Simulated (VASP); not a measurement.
A run of VASP 6.6.1:

The input INCAR:

```
SYSTEM = SnO2
PREC     = Accurate       ! precision mode
ENCUT    = 520            ! plane-wave cutoff, eV
EDIFF    = 1E-7           ! SCF threshold, eV
ISMEAR   = 0              ! smearing method
SIGMA    = 0.05           ! smearing width, eV
LREAL    = .False.        ! projectors in reciprocal space
LASPH    = .True.         ! aspherical terms in the spheres
NELM     = 100            ! most SCF steps
ALGO     = Normal         ! electronic algorithm
ISIF     = 2              ! what is computed and relaxed
LWAVE    = .False.        ! write WAVECAR
LCHARG   = .False.        ! write CHGCAR
GGA      = PS             ! functional
IVDW     = 12             ! dispersion correction
NBANDS   = 35             ! bands
```

File KPOINTS:

```
regular mesh
0
Gamma
  12 12 4
  0 0 0
```

POSCAR

```
SnO2
1.0
    3.0984934447      0.0000000000      0.0000000000
   -1.5492467224      2.6833740366      0.0000000000
    0.0000000000      0.0000000000      9.8605907128
Sn O
2 4
Direct
   -0.1948457596      0.0000000000      0.5000000000
    0.1948457596      0.0000000000      0.0000000000
    0.4690545010      0.3333333333      0.4003665319
    0.8642788324      0.3333333333      0.0996334681
    0.1357211676      0.6666666667      0.5996334681
    0.5309454990      0.6666666667      0.9003665319
```

Potentials or basis: VASP PAW PBE potentials, release 64 (Sn_d, O).

Command:

```console
$ cat potpaw_PBE.64/Sn_d/POTCAR potpaw_PBE.64/O/POTCAR > POTCAR
$ mpirun -np 1 vasp_std > vasp.out
```

Hardware: 1 thread of Intel Xeon 6975P-C, with other jobs on the host.

Task: How long does it take, and how much memory?

Result: Run time: 6.8 min on 1 thread of Intel Xeon 6975P-C, on a shared host, peak memory 0.42 GiB. Counts: scf iterations 16, k points 129.
